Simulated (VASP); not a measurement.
# Ta in VASP: notebook, part 2 of 2

VASP 6.6.1.

## (3) Single point, PBEsol (strain along c alone, the other axes held: +4.0 %)

File INCAR:

```
  PREC = Accurate
  ENCUT = 520
  EDIFF = 1E-7
  ISMEAR = 0
  SIGMA = 0.1
  LREAL = False
  LASPH = True
  NELM = 100
  ALGO = Fast
  ISIF = 2
  LWAVE = False
  LCHARG = True
  GGA = PS
  LELF = True
  LVHAR = True
  NBANDS = 18
```

File KPOINTS:

```
Automatic mesh
0
Gamma
  16 16 16
```

File POSCAR:

```
Ta
1.0
    3.2804820868      0.0000000000      0.0000000000
    0.0000000000      3.2804820868      0.0000000000
    0.0000000000      0.0000000000      3.4117013703
Ta
2
Direct
    0.0000000000      0.0000000000      0.0000000000
    0.5000000000      0.5000000000      0.5000000000
```

Potentials or basis: VASP PAW PBE potentials, release 64 (Ta_pv).

Command:

```sh
cat potpaw_PBE.64/Ta_pv/POTCAR > POTCAR
mpirun -np 1 vasp_std > vasp.out
```

OUTCAR:

```text
PREC = Accurate
   ENCUT = 520
   EDIFF = 1E-7
   ISMEAR = 0
   LREAL = False
   LASPH = True
   NELM = 100
   ISIF = 2
   GGA = PS

 ion  position               nearest neighbor table
   1  0.000  0.000  0.000-   2 2.88   2 2.88   2 2.88   2 2.88   2 2.88   2 2.88   2 2.88   2 2.88

   2  0.500  0.500  0.500-   1 2.88   1 2.88   1 2.88   1 2.88   1 2.88   1 2.88   1 2.88   1 2.88

  LATTYP: Found a simple tetragonal cell.
 ALAT       =     3.2804820868
 C/A-ratio  =     1.0400000000

  Lattice vectors:

 A1 = (   3.2804820868,   0.0000000000,   0.0000000000)
 A2 = (   0.0000000000,   3.2804820868,   0.0000000000)
 A3 = (   0.0000000000,   0.0000000000,   3.4117013703)

Analysis of symmetry for initial positions (statically):
=====================================================================
 Subroutine PRICEL returns following result:

  LATTYP: Found a body centered tetragonal cell.
 ALAT       =     3.2804820868
 C/A-ratio  =     1.0400000000

  Lattice vectors:

 A1 = (  -1.6402410434,  -1.6402410434,  -1.7058506852)
 A2 = (   1.6402410434,   1.6402410434,  -1.7058506851)
 A3 = (   1.6402410434,  -1.6402410434,   1.7058506852)

   2 primitive cells build up your supercell.

 Routine SETGRP: Setting up the symmetry group for a
 simple tetragonal supercell.

 Subroutine GETGRP returns: Found 16 space group operations
 (whereof 16 operations were pure point group operations)
 out of a pool of 16 trial point group operations.

The static configuration has the point symmetry D_4h.

Analysis of symmetry for dynamics (positions and initial velocities):
=====================================================================
 Subroutine PRICEL returns following result:

  LATTYP: Found a body centered tetragonal cell.
 ALAT       =     3.2804820868
 C/A-ratio  =     1.0400000000
[... 122 lines left out ...]
   POTIM  = 0.5000    time-step for ionic-motion
   TEBEG  =    0.0;   TEEND  =   0.0 temperature during run
   PSTRESS=    0.0 pullay stress
   NELECT =      22.0000    total number of electrons
   NUPDOWN=      -1.0000    fix difference up-down
   EMIN   =  10.00;   EMAX   =-10.00  energy-range for DOS
   EFERMI =   0.00;   METHOD = LEGACY
   ISMEAR =     0;   SIGMA  =   0.10  broadening in eV -4-tet -1-fermi 0-gaus
   EFERMI_NEDOS =   21; number of points for ismear=-14 and -15
   IALGO  =     68    algorithm
   IMIX   =      4    mixing-type and parameters
     AMIX     =   0.40;   BMIX     =  1.00
     AMIX_MAG =   1.60;   BMIX_MAG =  1.00
  volume/ion in A,a.u.               =      18.36       123.88
  Fermi-wavevector in a.u.,A,eV,Ry     =   1.380173  2.608149 25.917442  1.904878
  Thomas-Fermi vector in A             =   2.505075
   LORBIT       =      0    0 simple, 1 ext, 2 COOP (PROOUT), +10 PAW based schemes
   GGA     = PS    functional components
   LHFCALC =     F    Hartree Fock is set to
   AEXX    =    0.0000 exact exchange contribution
   IVDW    =     0    specifies the selected vdW correction
   LEPSILON=     F    determine dielectric tensor
   LRPA    =     F    only Hartree local field effects (RPA)
 non-spin polarized calculation
 RMM-DIIS sequential band-by-band and
 Gauss-broadening in eV      SIGMA  =   0.10
  energy-cutoff  :      520.00
  volume of cell :       36.72
 maximum number of plane-waves:      1012
   NGX = 13   NGY = 13   NGZ = 13

 number of electron      22.0000009 magnetization

 Free energy of the ion-electron system (eV)
  ---------------------------------------------------
  ext. energy  EPLUGINS =         0.00000000
  ---------------------------------------------------
  free energy    TOTEN  =       -25.06434812 eV

  energy without entropy =      -25.04988036  energy(sigma->0) =      -25.05711424

 E-fermi :   5.1670     XC(G=0): -12.6314

 val. band max:        5.1661528213   @ k =   0.4375   0.3125   0.0000
 cond. band min:       5.1687597799   @ k =   0.2500   0.1250   0.1250
 fundamental gap:      0.0026069585
 Fermi energy:         5.1669893604

 k-point     1 :       0.0000    0.0000    0.0000
  band No.  band energies     occupation
      1     -28.7702      2.00000
      2     -28.6777      2.00000
      3     -28.6777      2.00000
      4     -27.9398      2.00000
      5     -27.9334      2.00000
      6     -27.9334      2.00000
[... 481 lines left out ...]
      5     -28.1991      2.00000
      6     -28.1991      2.00000
[... 10 lines left out ...]
     17      10.4320      0.00000
     18      10.4320      0.00000

 [... further k-points ...]
[... 5 lines left out ...]
  --------------------------------------------------------------------------------------
  -------------------------------------------------------------------------------------
  Total       -1.3372943     -1.3372943     -2.2277611      0.0000000      0.0000000      0.0000000
  in kB      -58.3567652    -58.3567652    -97.2149038      0.0000000      0.0000000      0.0000000
  external PRESSURE =     -71.3094781 kB  Pullay stress =       0.0000000 kB

 VOLUME and BASIS-vectors are now :
 -----------------------------------------------------------------------------
  energy-cutoff  :      520.00
  volume of cell :       36.72
      direct lattice vectors                 reciprocal lattice vectors
     3.280482087  0.000000000  0.000000000     0.304833245  0.000000000  0.000000000
     0.000000000  3.280482087  0.000000000     0.000000000  0.304833245  0.000000000
     0.000000000  0.000000000  3.411701370     0.000000000  0.000000000  0.293108890

 POSITION                                       TOTAL-FORCE (eV/Angst)
 -----------------------------------------------------------------------------------
      0.00000      0.00000      0.00000        -0.000000     -0.000000      0.000000
      1.64024      1.64024      1.70585         0.000000      0.000000     -0.000000
 -----------------------------------------------------------------------------------
    total drift:                                0.000000      0.000000     -0.000000

  FREE ENERGIE OF THE ION-ELECTRON SYSTEM (eV)
  ---------------------------------------------------
  free  energy   TOTEN  =       -25.0643481189 eV

  energy  without entropy=      -25.0498803646  energy(sigma->0) =      -25.05711424
```

Run time: 9.4 min. Hardware: 1 thread of Intel Xeon 8259CL, shared host; peak memory 0.32 GiB.

Results:

```yaml
Free_energy: -25.0643 eV
Pressure: -7.1 GPa
Band_gap_on_the_k_mesh: zero (bands 11 and 12 overlap by 2.86 eV)
```

Levels at points of the mesh, in eV from the Fermi level:
```
           k point  band 8  band 9  band 10  band 11  band 12  band 13  band 14  band 15
(0.00, 0.00, 0.00)   -3.76   -3.64     0.58     0.58     1.05     3.58     4.23     6.58
(0.50, 0.00, 0.00)   -3.62   -0.84    -0.84     0.95     0.95     1.33     1.33     3.07
(0.50, 0.50, 0.00)   -4.29   -1.81    -1.81     1.72     1.72     4.22     4.22     5.02
(0.00, 0.00, 0.50)   -3.87   -0.98    -0.98     1.43     1.43     1.43     1.43     3.31
(0.50, 0.00, 0.50)   -4.31   -1.32    -1.32     1.44     1.44     3.48     3.48     4.80
(0.50, 0.50, 0.50)   -1.36   -1.14    -1.14    -1.14    -1.14     4.70     4.70     5.15
```

Caveat: the cell differs from its parent crystal (strain along c alone, the other axes held: +4.0 %); the cell stands under tension; the PAW data sets were made with another functional, which shifts forces and pressure a little; spin-orbit coupling is left out, which moves the levels of the heavy elements.

## (4) Single point, PBEsol (strain along c alone, the other axes held: +6.0 %)

File INCAR:

```
SYSTEM = Ta
PREC = Accurate
ENCUT = 520
EDIFF = 1E-6
ISMEAR = 0
SIGMA = 0.1
LREAL = .False.
LASPH = .True.
NELM = 80
ALGO = Fast
ISIF = 2
LWAVE = .False.
LCHARG = .False.
GGA = PS
NBANDS = 18
```

File KPOINTS:

```
regular mesh
0
Gamma
  16 16 16
  0 0 0
```

Changes to POSCAR since step 3:

```diff
@@ -4,3 +4,3 @@
     0.0000000000      3.2804820868      0.0000000000
-    0.0000000000      0.0000000000      3.4117013703
+    0.0000000000      0.0000000000      3.4773110120
 Ta
```

Command:

```sh
cat potpaw_PBE.64/Ta_pv/POTCAR > POTCAR
mpirun -np 1 vasp_std > vasp.out
```

Run time: 8.2 min. Hardware: 1 thread of Intel Xeon 8259CL, shared host; peak memory 0.32 GiB.

The run converged. Its results:

```
Free energy            : -25.0121 eV
Pressure               : -10.3 GPa
Band gap on the k mesh : zero (bands 11 and 12 overlap by 2.82 eV)
```

Stress tensor (GPa, compression positive):
```
 -8.44   0.00   0.00
  0.00  -8.44   0.00
  0.00   0.00 -14.02
```

Levels at points of the mesh, in eV from the Fermi level:
```
           k point  band 9  band 10  band 11  band 12  band 13  band 14
(0.00, 0.00, 0.00)   -3.51     0.52     0.52     1.19     3.35     4.27
(0.50, 0.00, 0.00)   -0.78    -0.78     0.80     0.80     1.35     1.35
(0.50, 0.50, 0.00)   -1.90    -1.90     1.72     1.72     4.32     4.32
(0.00, 0.00, 0.50)   -0.97    -0.97     1.49     1.49     1.49     1.49
(0.50, 0.00, 0.50)   -1.19    -1.19     1.32     1.32     3.21     3.21
(0.50, 0.50, 0.50)   -1.11    -1.11    -1.11    -1.11     4.42     4.42
```

Caveat: the cell differs from its parent crystal (strain along c alone, the other axes held: +6.0 %); the cell stands under tension; the PAW data sets were made with another functional, which shifts forces and pressure a little; spin-orbit coupling is left out, which moves the levels of the heavy elements.

## (5) Single point, PBEsol

This run uses another cell than the first one: it holds 1 atom, not 2.

File INCAR:

```
PREC = Accurate ; ENCUT = 520
EDIFF = 1E-7 ; ISMEAR = 0
SIGMA = 0.1 ; LREAL = F
LASPH = T ; NELM = 60
ALGO = Fast ; ISIF = 2
LWAVE = F ; LCHARG = F
GGA = PS ; NBANDS = 12
```

File KPOINTS:

```
regular mesh
0
Gamma
  18 18 18
```

File POSCAR:

```
Ta
1.0
   -1.5626313435      1.5626313435      1.5626313435
    1.5626313435     -1.5626313435      1.5626313435
    1.5626313435      1.5626313435     -1.5626313435
Ta
1
Direct
    0.0000000000      0.0000000000      0.0000000000
```

Command:

```sh
cat potpaw_PBE.64/Ta_pv/POTCAR > POTCAR
mpirun -np 1 vasp_std > vasp.out
```

Wall time 38 s (1 thread of AMD EPYC 7R13, shared host); peak memory 0.12 GiB.

The run converged. Its results:

| Item | Value |
| --- | --- |
| Free energy | -12.2825 eV |
| Pressure | 40.7 GPa |
| Band gap on the k mesh | zero (an odd number of electrons rules out a gap without spin polarisation) |

Levels at points of the mesh, in eV from the Fermi level:
```
           k point  band 2  band 3  band 4  band 5  band 6  band 7  band 8  band 9
(0.00, 0.00, 0.00)  -32.32  -32.32   -8.50    0.70    0.70    0.70    4.60    4.60
(0.50, 0.00, 0.00)  -32.95  -32.35   -5.18   -2.10    2.59    4.62    5.86    9.59
(0.50, 0.50, 0.50)  -33.68  -33.68   -4.90   -4.90    8.32    8.32    8.32   10.39
```

Caveat: the cell stands under pressure; the PAW data sets were made with another functional, which shifts forces and pressure a little; spin-orbit coupling is left out, which moves the levels of the heavy elements.

## (6) Summary

| cell | k mesh | further INCAR settings | gap on the mesh (eV) | pressure (GPa) |
| --- | --- | --- | --- | --- |
| a = 3.280, b = 3.280, c = 3.346 Å, 2 atoms, atomic positions A | 16 × 16 × 16 | ALGO = Fast; EDIFF = 1e-07; NBANDS = 18 | none | -3.6 |
| a = 3.280, b = 3.280, c = 3.412 Å, 2 atoms, atomic positions A | 16 × 16 × 16 | ALGO = Fast; EDIFF = 1e-07; NBANDS = 18 | none | -7.1 |
| a = 3.280, b = 3.280, c = 3.477 Å, 2 atoms, atomic positions A | 16 × 16 × 16 | ALGO = Fast; EDIFF = 1e-06; NBANDS = 18 | none | -10.3 |
| a = 2.707 Å, angles 109.5°, 1 atom, atomic positions B | 18 × 18 × 18 | ALGO = Fast; EDIFF = 1e-07; NBANDS = 12 | none | 40.7 |

Alike in all rows: task single point; level PBEsol; potentials or basis VASP PAW PBE potentials, release 64 (Ta_pv); no spin polarisation; cutoff (eV) 520; smearing gaussian 0.1 eV.

Caveats: the PAW data sets were made with another functional, which shifts forces and pressure a little; spin-orbit coupling is left out, which moves the levels of the heavy elements; the cell stands under tension (at least some runs); the cell stands under pressure (at least some runs).

Total energies depend on the potentials used, so only differences within one code and one set of settings carry meaning.
